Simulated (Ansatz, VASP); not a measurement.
# Two plane-wave programs on Ni3Pt

The input INCAR:

```
ALGO = Normal
EDIFF = 1E-7
EDIFFG = -0.05
ENCUT = 600
IBRION = 2
ISIF = 3
ISMEAR = 0
ISPIN = 2
LASPH = True
LCHARG = False
LMAXMIX = 4
LORBIT = 11
LREAL = False
LWAVE = False
MAGMOM = 0.72 0.72 0.72 0.34
NELM = 150
NSW = 100
PREC = Accurate
SIGMA = 0.1
```

The input KPOINTS:

```
k-points
0
Gamma
  6 6 6
```

POSCAR

```
Ni3Pt
1.0
    3.6245667900      0.0000000000      0.0000000000
    0.0000000000      3.6245667900      0.0000000000
    0.0000000000      0.0000000000      3.6245667900
Ni Pt
3 1
Direct
    0.5000000000      0.0000000000      0.5000000000
    0.0000000000      0.5000000000      0.5000000000
    0.5000000000      0.5000000000      0.0000000000
    0.0000000000      0.0000000000      0.0000000000
```

Input for Ansatz:

```yaml
crystal:
  lattice:
    - [3.62456679, 0.0, 0.0]
    - [0.0, 3.62456679, 0.0]
    - [0.0, 0.0, 3.62456679]
  atoms:
    - { symbol: Ni, position: [0.5, 0.0, 0.5], spin: 0.72 }
    - { symbol: Ni, position: [0.0, 0.5, 0.5], spin: 0.72 }
    - { symbol: Ni, position: [0.5, 0.5, 0.0], spin: 0.72 }
    - { symbol: Pt, position: [0.0, 0.0, 0.0], spin: 0.34 }
basis:
  ecutwfc: 520.0
kpoints:
  mp_grid: { grid: [6, 6, 6] }
hamiltonian:
  xc: lda
  pseudopotentials: { kind: paw }
scf:
  occupations: { method: gaussian, width: 0.1 }
output:
  forces: true
  stress: true
  eigenvalues: true
  populations: true
magnetization:
  spin_polarized: true
relax:
  adjacent_minimum: "off"
  f_tol: 0.05
  max_steps: 80
  cell: { stress_tol: 0.5 }
```

Alike in both runs: task relaxation of cell and atoms; functional LDA; k mesh 6 × 6 × 6; occupations gaussian, width 0.1 eV; collinear spin.

|  | VASP | Ansatz |
| --- | --- | --- |
| version | VASP 6.6.1 | Ansatz 0.2.0 |
| potentials or method | VASP PAW LDA potentials, release 64 (Ni, Pt), cutoff 600 eV | scalar-relativistic, plane waves, PAW |
| valence electrons in the cell | 40 | 72 |

|  | VASP | Ansatz | Ansatz less VASP |
| --- | --- | --- | --- |
| gap on the k mesh at the Fermi level, each at its own relaxed structure (eV) | none | none | - |
| net moment per atom (μB) | 0.45 | 0.49 | +0.044 |
| size of the moment on the site where the two differ most (μB) | 0.51 | 0.57 | +0.070 |
| relaxed volume (Å³/atom) | 11.32 | 11.29 | -0.025 |
| relaxed cell length with the largest relative difference (Å) | 3.564 | 3.562 | -0.0026 |

LDA's correlation is that of Perdew and Zunger in VASP and of Perdew and Wang (1992) in Ansatz. Site moments also hang on the region over which each program counts them. A gap of «none» marks a metal or a gap that the smearing closes. VASP's potentials hold 40 valence electrons a cell and Ansatz's 72, so a difference there can come from the potentials and not from the codes.

Spin-orbit coupling is off throughout.
